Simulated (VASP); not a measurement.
B4MoRu:

```xyz
6
Lattice="3.1529 -3.1696 0.0000 3.1529 3.1696 0.0000 0.0000 0.0000 3.0667" Properties=species:S:1:pos:R:3 pbc="T T T"
B     5.1030    0.0000    0.0000
B     3.1529   -1.2568    1.5333
B     1.2029    0.0000    0.0000
B     3.1529    1.2568    1.5333
Mo    0.0000    0.0000    1.5333
Ru    3.1529    0.0000    0.0000
```

The cell was generated, and may not be a known phase.

- Program: VASP 6.6.1
- Task: relaxation of cell and atoms
- Functional: PBE
- Potentials or basis: VASP PAW PBE potentials, release 64 (B, Mo_sv, Ru_sv)
- Cutoff: 560 eV
- k mesh: 4 × 4 × 6
- Occupations: gaussian, width 0.1 eV
- Spin: no spin polarisation

At the start: pressure 59.9 GPa; volume 10.22 Å³/atom.

Problem. How do energy, volume and symmetry change on relaxing?

Solution. Over 55 steps the energy falls by 893.3 meV/atom and the volume is 11.58 Å³/atom (+13.3 %); space group Cmmm (No. 65, to 0.1 Å) before and after.

Step by step:
| step | energy change (eV) | largest force (eV/Å) | pressure (GPa) | volume (Å³) |
| --- | --- | --- | --- | --- |
| 1 | 0.0000 | 2.0329 | 59.93 | 61.29 |
| 3 | -2.7918 | 0.9017 | -1.88 | 79.46 |
| 5 | -2.7951 | 0.9053 | -0.05 | 78.47 |
| 7 | -2.9617 | 0.2257 | 1.49 | 78.62 |
| 9 | -2.9984 | 0.1832 | -1.36 | 80.14 |
| 11 | -3.0227 | 0.1838 | 0.72 | 78.63 |
| 13 | -3.0986 | 1.4527 | -2.51 | 79.04 |
| 15 | -3.1031 | 1.7738 | -2.94 | 79.07 |
| 17 | -3.1100 | 1.8890 | -3.10 | 79.07 |
| 19 | -3.1357 | 2.3468 | -3.78 | 79.03 |
| 21 | -3.1685 | 2.9363 | -4.58 | 78.79 |
| 23 | -3.1746 | 2.0233 | -4.20 | 77.42 |
| 25 | -3.2415 | 2.8818 | -4.80 | 77.98 |
| 27 | -3.4808 | 1.1374 | -2.58 | 76.79 |
| 29 | -3.5155 | 0.9045 | -1.35 | 76.30 |
| 31 | -3.5600 | 0.8235 | -0.74 | 76.07 |
| 33 | -3.6803 | 0.0930 | 2.33 | 75.25 |
| 35 | -3.6949 | 0.2377 | 1.33 | 75.47 |
| 37 | -3.7104 | 0.1962 | -1.49 | 76.68 |
| 39 | -3.7385 | 0.3060 | -0.71 | 75.94 |
| 41 | -4.0381 | 2.0515 | 3.06 | 72.41 |
| 43 | -4.6674 | 4.9638 | 14.81 | 66.73 |
| 45 | -4.8013 | 4.1782 | 12.06 | 67.32 |
| 47 | -5.3080 | 0.4909 | -1.22 | 70.51 |
| 49 | -5.3098 | 0.4224 | -2.07 | 70.78 |
| 51 | -5.3410 | 0.1813 | -1.19 | 70.24 |
| 53 | -5.3516 | 0.4351 | -0.24 | 69.72 |
| 55 | -5.3597 | 0.0052 | -0.05 | 69.46 |

Final structure:
```
B Mo Ru
1.0
     2.81954   -2.96382    0.00000
     2.81954    2.96382    0.00000
     0.00000    0.00000    4.15627
B Mo Ru
4 1 1
Direct
  0.85924 0.85924 0.00000
  0.63816 0.36184 0.50000
  0.14076 0.14076 0.00000
  0.36184 0.63816 0.50000
  0.00000 0.00000 0.50000
  0.50000 0.50000 0.00000
```

Caveat: a cell axis changed by over 15 % at a fixed basis, so the end point is rough.
